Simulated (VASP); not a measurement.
# Mg3Te2O (P-6m2) in VASP: notebook

Runs on Mg3Te2O. Level: PBE. Tasks: single point, relaxation of cell and atoms.

Program: VASP 6.6.1. These are calculated values, not measurements. Logs are shortened: lines on timing, memory, paths and dates and some standing lists are left out, and cuts for length are marked.

## (1) The cell of the first run

It takes space group P-6m2 (No. 187, hexagonal). The conventional cell has a = 4.243 Å, b = 4.243 Å, c = 7.929 Å, α = 90.00°, β = 90.00°, γ = 120.00°. Within 3.2 Å of Mg (site symmetry -6m2) lie 3 Mg at 2.45 Å and 6 Te at 3.16 Å. Mg (site symmetry -6m2) has 3 O at 2.45 Å and 6 Te at 3.14 Å within 3.2 Å. Within 3.2 Å of Mg (site symmetry -6m2) lie 3 Mg at 2.45 Å and 6 Te at 3.16 Å. Te (site symmetry 3m) has 9 Mg at 3.14 to 3.16 Å and 3 O at 3.14 Å and 8 Te at 3.93 to 4.24 Å within 4.3 Å. Within 3.2 Å of O (site symmetry -6m2) lie 3 Mg at 2.45 Å and 6 Te at 3.14 Å.

The cell was built from a structure type or drawn by symmetry, and may not be a known phase.

## (2) Single point, PBE

Contents of INCAR:

```
  PREC = Accurate
  ENCUT = 520
  EDIFF = 1E-6
  ISMEAR = 0
  SIGMA = 0.1
  LREAL = F
  LASPH = T
  NELM = 60
  ALGO = Normal
  ISIF = 2
  LWAVE = F
  LCHARG = T
  GGA = PE
  LELF = T
  LVHAR = T
  NBANDS = 21
```

Contents of KPOINTS:

```
Automatic mesh
0
Gamma
  6 6 2
```

Contents of POSCAR:

```
Mg3Te2O
1.0
    4.2427108700      0.0000000000      0.0000000000
   -2.1213554400      3.6742954000      0.0000000000
    0.0000000000      0.0000000000      7.9292145600
Mg Te O
3 2 1
Direct
    0.0000000000      0.0000000000      0.5000000000
    0.3333333300      0.6666666700      0.0000000000
    0.3333333300      0.6666666700      0.5000000000
    0.6666666700      0.3333333300      0.2480740000
    0.6666666700      0.3333333300      0.7519260000
    0.0000000000      0.0000000000      0.0000000000
```

Potentials or basis: VASP PAW PBE potentials, release 64 (Mg, Te, O).

Run with:

```
cat potpaw_PBE.64/Mg/POTCAR potpaw_PBE.64/Te/POTCAR potpaw_PBE.64/O/POTCAR > POTCAR
mpirun -np 1 vasp_std > vasp.out
```

OUTCAR:

```text
PREC = Accurate
   ENCUT = 520
   EDIFF = 1E-6
   ISMEAR = 0
   LREAL = F
   LASPH = T
   NELM = 60
   ISIF = 2
   GGA = PE

 ion  position               nearest neighbor table
   1  0.000  0.000  0.500-   3 2.45   3 2.45   3 2.45   5 3.16   4 3.16   5 3.16   4 3.16   5 3.16
                             4 3.16
   2  0.333  0.667  0.000-   6 2.45   6 2.45   6 2.45   4 3.14   5 3.14   4 3.14   5 3.14   4 3.14
                             5 3.14
   3  0.333  0.667  0.500-   1 2.45   1 2.45   1 2.45   4 3.16   5 3.16   4 3.16   5 3.16   5 3.16
                             4 3.16
   4  0.667  0.333  0.248-   2 3.14   2 3.14   2 3.14   3 3.16   1 3.16   3 3.16   1 3.16   1 3.16
                             3 3.16
   5  0.667  0.333  0.752-   2 3.14   2 3.14   2 3.14   3 3.16   1 3.16   3 3.16   1 3.16   1 3.16
                             3 3.16
   6  0.000  0.000  0.000-   2 2.45   2 2.45   2 2.45

  LATTYP: Found a hexagonal cell.
 ALAT       =     4.2427108700
 C/A-ratio  =     1.8689028791

  Lattice vectors:

 A1 = (   4.2427108700,   0.0000000000,   0.0000000000)
 A2 = (  -2.1213554400,   3.6742954000,   0.0000000000)
 A3 = (   0.0000000000,   0.0000000000,   7.9292145600)

Analysis of symmetry for initial positions (statically):
=====================================================================
 Subroutine PRICEL returns:
 Original cell was already a primitive cell.

 Routine SETGRP: Setting up the symmetry group for a
 hexagonal supercell.

 Subroutine GETGRP returns: Found 12 space group operations
 (whereof 12 operations were pure point group operations)
 out of a pool of 24 trial point group operations.

The static configuration has the point symmetry D_3h.

Analysis of symmetry for dynamics (positions and initial velocities):
=====================================================================
 Subroutine PRICEL returns:
 Original cell was already a primitive cell.

 Routine SETGRP: Setting up the symmetry group for a
 hexagonal supercell.

 Subroutine GETGRP returns: Found 12 space group operations
 (whereof 12 operations were pure point group operations)
 out of a pool of 24 trial point group operations.

The dynamic configuration has the point symmetry D_3h.

 Subroutine INISYM returns: Found 12 space group operations
 (whereof 12 operations are pure point group operations),
[... 92 lines left out ...]
   NELM   =     60;   NELMIN=  2; NELMDL= -5     # of ELM steps
   EDIFF  = 0.1E-05   stopping-criterion for ELM
   LREAL  =      F    real-space projection
   EDIFFG = 0.1E-04   stopping-criterion for IOM
   NSW    =      0    number of steps for IOM
   IBRION =     -1    ionic relax: 0-MD 1-quasi-New 2-CG
   NFREE  =      0    steps in history (QN), initial steepest desc. (CG)
   ISIF   =      2    stress and relaxation
   ISYM   =      2    0-nonsym 1-usesym 2-fastsym
   POTIM  = 0.5000    time-step for ionic-motion
   TEBEG  =    0.0;   TEEND  =   0.0 temperature during run
   PSTRESS=    0.0 pullay stress
   NELECT =      24.0000    total number of electrons
   NUPDOWN=      -1.0000    fix difference up-down
   EMIN   =  10.00;   EMAX   =-10.00  energy-range for DOS
   EFERMI =   0.00;   METHOD = LEGACY
   ISMEAR =     0;   SIGMA  =   0.10  broadening in eV -4-tet -1-fermi 0-gaus
   EFERMI_NEDOS =   21; number of points for ismear=-14 and -15
   IALGO  =     38    algorithm
   IMIX   =      4    mixing-type and parameters
     AMIX     =   0.40;   BMIX     =  1.00
     AMIX_MAG =   1.60;   BMIX_MAG =  1.00
  volume/ion in A,a.u.               =      20.60       139.03
  Fermi-wavevector in a.u.,A,eV,Ry     =   0.947973  1.791409 12.226917  0.898653
  Thomas-Fermi vector in A             =   2.076117
   LORBIT       =      0    0 simple, 1 ext, 2 COOP (PROOUT), +10 PAW based schemes
   GGA     = PE    functional components
   LHFCALC =     F    Hartree Fock is set to
   AEXX    =    0.0000 exact exchange contribution
   IVDW    =     0    specifies the selected vdW correction
   LEPSILON=     F    determine dielectric tensor
   LRPA    =     F    only Hartree local field effects (RPA)
 non-spin polarized calculation
 Gauss-broadening in eV      SIGMA  =   0.10
  energy-cutoff  :      520.00
  volume of cell :      123.61
 maximum number of plane-waves:      3354
 NGX is ok and might be reduce to    32
   NGX = 15   NGY = 15   NGZ = 29

 number of electron      23.9999994 magnetization

 Free energy of the ion-electron system (eV)
  ---------------------------------------------------
  ext. energy  EPLUGINS =         0.00000000
  ---------------------------------------------------
  free energy    TOTEN  =       -17.15609280 eV

  energy without entropy =      -17.14297252  energy(sigma->0) =      -17.14953266

 E-fermi :   5.3371     XC(G=0):  -9.5294

 val. band max:        5.3253850058   @ k =   0.1667   0.0000   0.0000
 cond. band min:       5.3412996773   @ k =   0.1667   0.1667   0.0000
 fundamental gap:      0.0159146715
 Fermi energy:         5.3371071409

 k-point     1 :       0.0000    0.0000    0.0000
  band No.  band energies     occupation
      1     -10.9173      2.00000
      2      -6.5566      2.00000
      3      -5.9784      2.00000
      4      -0.5581      2.00000
      5       2.7902      2.00000
      6       3.0456      2.00000
[... 325 lines left out ...]
     20      11.6390      0.00000
     21      12.6572      0.00000

------------------------ aborting loop because EDIFF is reached ----------------------------------------

  FORCE on cell =-STRESS in cart. coord.  units (eV):
  Direction    XX          YY          ZZ          XY          YZ          ZX
  --------------------------------------------------------------------------------------
  -------------------------------------------------------------------------------------
  Total        1.6477923      1.6477923      0.2297583     -0.0000000      0.0000000      0.0000000
  in kB       21.3582355     21.3582356      2.9780649     -0.0000000      0.0000000      0.0000000
  external PRESSURE =      15.2315120 kB  Pullay stress =       0.0000000 kB

 VOLUME and BASIS-vectors are now :
 -----------------------------------------------------------------------------
  energy-cutoff  :      520.00
  volume of cell :      123.61
      direct lattice vectors                 reciprocal lattice vectors
     4.242710870  0.000000000  0.000000000     0.235698361  0.136080513  0.000000000
    -2.121355440  3.674295400  0.000000000     0.000000000  0.272161024  0.000000000
     0.000000000  0.000000000  7.929214560     0.000000000  0.000000000  0.126115896

 POSITION                                       TOTAL-FORCE (eV/Angst)
 -----------------------------------------------------------------------------------
      0.00000      0.00000      3.96461         0.000000     -0.000000      0.000000
     -0.00000      2.44953      0.00000         0.000000     -0.000000      0.000000
     -0.00000      2.44953      3.96461         0.000000     -0.000000      0.000000
      2.12136      1.22477      1.96703        -0.000000      0.000000      1.354576
      2.12136      1.22477      5.96218        -0.000000      0.000000     -1.354576
      0.00000      0.00000      0.00000         0.000000     -0.000000      0.000000
 -----------------------------------------------------------------------------------
    total drift:                               -0.000015      0.000009      0.000000

  FREE ENERGIE OF THE ION-ELECTRON SYSTEM (eV)
  ---------------------------------------------------
  free  energy   TOTEN  =       -17.1560927969 eV

  energy  without entropy=      -17.1429725172  energy(sigma->0) =      -17.14953266
```

stdout:

```text
POSCAR found type information on POSCAR MgTeO
 POSCAR found :  3 types and       6 ions
 scaLAPACK will be used
 LDA part: xc-table for (Slater+PW92), standard interpolation
 POSCAR, INCAR and KPOINTS ok, starting setup
 FFT: planning ... GRIDC
 FFT: planning ... GRID_SOFT
 FFT: planning ... GRID
 WAVECAR not read
 entering main loop
```

It took 23 s on 1 thread of Intel Xeon 6975P-C (Granite Rapids), shared host; peak memory 0.25 GiB.

Results:

```
Free energy            : -17.1561 eV
Pressure               : 1.5 GPa
Largest force          : 1.355 eV/Å
Band gap on the k mesh : zero (bands 12 and 13 overlap by 0.14 eV)
```

Forces in eV/Å, atoms in the order of the input:
```
Mg   0.000  0.000  0.000
Mg   0.000  0.000  0.000
Mg   0.000  0.000  0.000
Te   0.000  0.000  1.355
Te   0.000  0.000 -1.355
O    0.000  0.000  0.000
```

Stress tensor (GPa, compression positive):
```
2.14 0.00 0.00
0.00 2.14 0.00
0.00 0.00 0.30
```

Levels at points of the mesh, in eV from the Fermi level:
| k point | band 8 | band 9 | band 10 | band 11 | band 12 | band 13 | band 14 | band 15 | band 16 | band 17 |
| --- | --- | --- | --- | --- | --- | --- | --- | --- | --- | --- |
| (0.00, 0.00, 0.00) | -1.19 | -1.19 | -0.67 | -0.67 | -0.39 | -0.13 | 2.22 | 2.22 | 3.12 | 3.13 |
| (0.50, 0.00, 0.00) | -2.39 | -1.58 | -1.43 | -1.33 | -0.64 | -0.08 | 0.44 | 2.68 | 3.01 | 3.51 |
| (0.00, 0.00, 0.50) | -1.33 | -1.31 | -1.31 | -0.69 | -0.69 | 1.55 | 2.07 | 2.19 | 2.19 | 4.55 |
| (0.50, 0.00, 0.50) | -3.03 | -2.46 | -1.87 | -0.80 | -0.66 | -0.03 | 1.17 | 2.19 | 2.94 | 3.42 |

Caveat: the k points lie up to 0.40 Å⁻¹ apart; semilocal functionals underestimate gaps, so a narrow gap can read as zero; spin-orbit coupling is left out, which moves the levels of the heavy elements; forces of over 1 eV/Å act on the atoms, so gaps and moduli don't describe the material at rest.

## (3) Single point, PBE

This run uses another cell than the first one, of 23.07 Å³/atom.

Contents of INCAR:

```
  PREC = Accurate
  ENCUT = 520
  EDIFF = 1E-7
  ISMEAR = 0
  SIGMA = 0.1
  LREAL = False
  LASPH = True
  NELM = 80
  ALGO = Normal
  ISIF = 2
  LWAVE = False
  LCHARG = False
  GGA = PE
  NBANDS = 21
```

Contents of KPOINTS:

```
regular mesh
0
Gamma
  6 6 2
```

Contents of POSCAR:

```
Mg3Te2O
1.0
    4.1740946734      0.0000000028      0.0000000000
   -2.0870473391      3.6148720235      0.0000000000
    0.0000000000      0.0000000000      9.1717916713
Mg Te O
3 2 1
Direct
    0.0000000000      0.0000000000      0.5000000000
    0.3333333333      0.6666666667      0.0000000000
    0.3333333333      0.6666666667      0.5000000000
    0.6666666667      0.3333333333      0.2955313775
    0.6666666667      0.3333333333      0.7044686225
    0.0000000000      0.0000000000      0.0000000000
```

Potentials or basis: VASP PAW PBE potentials, release 64 (Mg, Te, O).

Run with:

```
cat potpaw_PBE.64/Mg/POTCAR potpaw_PBE.64/Te/POTCAR potpaw_PBE.64/O/POTCAR > POTCAR
mpirun -np 1 vasp_std > vasp.out
```

Run time: 32 s. Hardware: 1 thread of Intel Xeon 6975P-C (Granite Rapids), shared host; peak memory 0.26 GiB.

It converged, with:

| Property | Result |
| --- | --- |
| Free energy | -17.5911 eV |
| Pressure | 0.0 GPa |
| Largest force | 0.014 eV/Å |
| Band gap on the k mesh | 0.12 eV (least direct gap 0.32 eV) |

Forces on the atoms (eV/Å):
```
Mg   0.000  0.000  0.000
Mg   0.000  0.000  0.000
Mg   0.000  0.000  0.000
Te   0.000  0.000 -0.014
Te   0.000  0.000  0.014
O    0.000  0.000  0.000
```

Stress tensor (GPa, compression positive):
```
0.00 0.00 0.00
0.00 0.00 0.00
0.00 0.00 0.09
```

Levels at points of the mesh, in eV from the valence-band top:
```
           k point  band 10  band 11  band 12  band 13  band 14  band 15
(0.00, 0.00, 0.00)    -0.49    -0.49    -0.16     0.17     2.10     2.10
(0.50, 0.00, 0.00)    -1.42    -1.30    -0.56     0.24     0.29     2.72
(0.00, 0.00, 0.50)    -0.98    -0.46    -0.46     1.35     2.07     2.10
(0.50, 0.00, 0.50)    -1.16    -1.05    -0.68     0.12     0.88     2.52
```

Caveat: spin-orbit coupling is left out, which moves the levels of the heavy elements. A k mesh can miss the band edges.

## (4) Relaxation of cell and atoms, PBE

Contents of INCAR:

```
PREC = Accurate
ENCUT = 600
EDIFF = 1E-7
ISMEAR = 0
SIGMA = 0.1
LREAL = F
LASPH = T
NELM = 100
ALGO = Normal
ISIF = 3
LWAVE = F
LCHARG = F
GGA = PE
IBRION = 2
NSW = 90
EDIFFG = -0.04
```

KPOINTS is that of step 3.

Contents of POSCAR:

```
Mg3Te2O
1.0
    4.2427108700      0.0000000000      0.0000000000
   -2.1213554400      3.6742954000      0.0000000000
    0.0000000000      0.0000000000      7.9292145600
Mg Te O
3 2 1
Direct
    0.0000000000      0.0000000000      0.5000000000
    0.3333333300      0.6666666700      0.0000000000
    0.3333333300      0.6666666700      0.5000000000
    0.6666666700      0.3333333300      0.2480740000
    0.6666666700      0.3333333300      0.7519260000
    0.0000000000      0.0000000000      0.0000000000
```

Run with:

```
cat potpaw_PBE.64/Mg/POTCAR potpaw_PBE.64/Te/POTCAR potpaw_PBE.64/O/POTCAR > POTCAR
mpirun -np 1 vasp_std > vasp.out
```

It took 4.3 min on 1 thread of Intel Xeon 6975P-C (Granite Rapids), shared host; peak memory 0.31 GiB.

It converged, with:

```
Free energy                           : -17.5876 eV
Relaxed volume                        : 22.82 Å³/atom
Relaxed cell                          : a = 4.177 Å, b = 4.177 Å, c = 9.059 Å, α = 90.00°, β = 90.00°, γ = 120.00°
Space group after relaxing (to 0.1 Å) : P-6m2 (No. 187)
Energy gained by relaxing             : 71.6 meV/atom
Ionic steps                           : 14
Pressure after relaxing               : 0.1 GPa
Band gap on the k mesh                : 0.09 eV (least direct gap 0.31 eV)
```

Stress tensor (GPa, compression positive):
```
0.09 0.00 0.00
0.00 0.09 0.00
0.00 0.00 0.20
```

Step by step:
```
step  energy change (eV)  largest force (eV/Å)  pressure (GPa)  volume (Å³)
   1              0.0000                1.3547            1.52       123.61
   2             -0.1610                0.8172            0.13       127.14
   3             -0.2085                0.3149           -0.84       130.53
   4             -0.2794                0.1187            0.02       129.41
   5             -0.3306                0.2697            1.81       127.35
   6             -0.3822                0.0738            1.12       129.82
   7             -0.4136                0.2222            0.29       133.52
   8             -0.4139                0.2521            0.22       133.90
   9             -0.4214                0.1845           -0.01       135.21
  10             -0.4262                0.0790           -0.32       137.22
  11             -0.4263                0.0660           -0.36       137.46
  12             -0.4287                0.0301            0.01       136.93
  13             -0.4288                0.0450            0.07       136.85
  14             -0.4299                0.0003            0.12       136.91
```

Final structure:
```xyz
6
Lattice="4.1774 0.0000 0.0000 -2.0887 3.6177 0.0000 0.0000 0.0000 9.0592" Properties=species:S:1:pos:R:3 pbc="T T T"
Mg    0.0000    0.0000    4.5296
Mg    0.0000    2.4118    9.0592
Mg    0.0000    2.4118    4.5296
Te    2.0887    1.2059    2.6542
Te    2.0887    1.2059    6.4050
O     0.0000    0.0000    9.0592
```

Levels at points of the mesh, in eV from the valence-band top:
```csv
k point,band 10,band 11,band 12,band 13,band 14,band 15
"(0.00, 0.00, 0.00)",-0.52,-0.52,-0.16,0.14,2.09,2.09
"(0.50, 0.00, 0.00)",-1.46,-1.33,-0.58,0.21,0.27,2.69
"(0.00, 0.00, 0.50)",-1.00,-0.49,-0.49,1.35,2.08,2.08
"(0.50, 0.00, 0.50)",-1.22,-1.05,-0.67,0.09,0.90,2.48
```

Caveat: spin-orbit coupling is left out, which moves the levels of the heavy elements. A k mesh can miss the band edges.

(Part 1 of 2 ends here.)
